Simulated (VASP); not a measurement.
## Ti: relaxation of cell and atoms with PBEsol-based global hybrid with 25 % exact exchange

The system is Ti.

```xyz
1
Lattice="-1.6410 1.6410 1.6410 1.6410 -1.6410 1.6410 1.6410 1.6410 -1.6410" Properties=species:S:1:pos:R:3 pbc="T T T"
Ti    0.0000    0.0000    0.0000
```

This isn't the form of Ti at room conditions, which is hcp.

```
Program                            : VASP 6.6.1
Task                               : relaxation of cell and atoms
Functional                         : PBEsol-based global hybrid with 25 % exact exchange
Potentials or basis                : VASP PAW PBE potentials, release 64 (Ti_sv)
Cutoff                             : 600 eV
k mesh                             : 6 × 6 × 6
Occupations                        : fermi-dirac, width 0.05 eV
Spin                               : no spin polarisation
Dipole correction                  : no
Grid for exact exchange (PRECFOCK) : Normal
Share of exact exchange            : 0.25
Further INCAR settings             : ALGO = Normal; EDIFF = 1e-06; IBRION = 2; EDIFFG = -0.01; NSW = 60; ISIF = 3
```

```json
{"Relaxed volume": "16.81 Å³/atom", "Relaxed cell": "a = 2.795 Å, b = 2.795 Å, c = 2.795 Å, α = 109.47°, β = 109.47°, γ = 109.47°", "Space group after relaxing (to 0.1 Å)": "Im-3m (No. 229)", "Energy gained by relaxing": "17.7 meV/atom", "Ionic steps": "3", "Pressure after relaxing": "0.1 GPa", "Band gap on the k mesh": "zero (bands 6 and 7 overlap by 3.32 eV)"}
```

Step by step:
```
step  energy change (eV)  largest force (eV/Å)  pressure (GPa)  volume (Å³)
   1              0.0000                0.0000           -6.24        17.68
   2              0.0002                0.0000            7.13        15.97
   3             -0.0177                0.0000            0.05        16.81
```

Final structure:
```
Ti
1.0
    -1.61366    1.61366    1.61366
     1.61366   -1.61366    1.61366
     1.61366    1.61366   -1.61366
Ti
1
Direct
  0.00000 0.00000 0.00000
```

Levels at points of the mesh, in eV from the Fermi level:
```
           k point  band 2  band 3  band 4  band 5  band 6  band 7  band 8  band 9  band 10
(0.00, 0.00, 0.00)  -35.94  -35.94  -35.94   -7.69    2.09    2.09    2.09    3.98     3.98
(0.50, 0.00, 0.00)  -36.75  -36.18  -35.94   -3.49   -0.59    1.26    3.95    4.24     5.73
(0.50, 0.50, 0.50)  -36.47  -36.47  -36.47   -3.25   -3.25    5.37    5.37    5.37     9.64
```

Wall time 51 min on 1 thread of Intel Xeon 8259CL (shared host), peak memory 0.16 GiB.

Caveat: the k points lie up to 0.46 Å⁻¹ apart in the final cell, too coarse for converged energies and pressures of a metal; the PAW data sets were made with another functional, which shifts forces and pressure a little.
